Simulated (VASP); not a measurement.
Runs of VASP 6.6.1 on Cu3N. It takes space group Pm-3m (No. 221, cubic). The conventional cell has a = 3.789 Å, b = 3.789 Å, c = 3.789 Å, α = 90.00°, β = 90.00°, γ = 90.00°. Within 2.5 Å of Cu (site symmetry 4/mmm) lie 2 N at 1.89 Å. N (site symmetry m-3m) has 6 Cu at 1.89 Å within 2.5 Å. 

```tsv
level	spin	k mesh	smearing	gap on the mesh (eV)	pressure (GPa)
PBE	collinear, zero start	4 × 4 × 4	fermi-dirac 0.02 eV	0.12	5.1
PBE	off	4 × 4 × 4	methfessel-paxton 0.5 eV	(a)	4.9
PBE	off	4 × 4 × 4, shifted	fermi-dirac 0.02 eV	(b)	4.2
PBE	off	4 × 4 × 4	fermi-dirac 0.02 eV	0.12	5.3
PBE+D4	off	4 × 4 × 4	fermi-dirac 0.02 eV	0.12	1.1
```

Alike in all rows: task single point; potentials or basis VASP PAW PBE potentials, release 64 (Cu, N); cell as given; cutoff (eV) 600.

Problem. Fill in the values left out.

Solution. (a) 0.14; (b) 2.00.

Caveats: the cell stands under pressure (at least some runs); semilocal functionals underestimate gaps, and a narrow one can read as zero (at least some runs); a shifted mesh leaves out Γ, where band edges can lie (at least some runs).

A k mesh can miss the band edges.
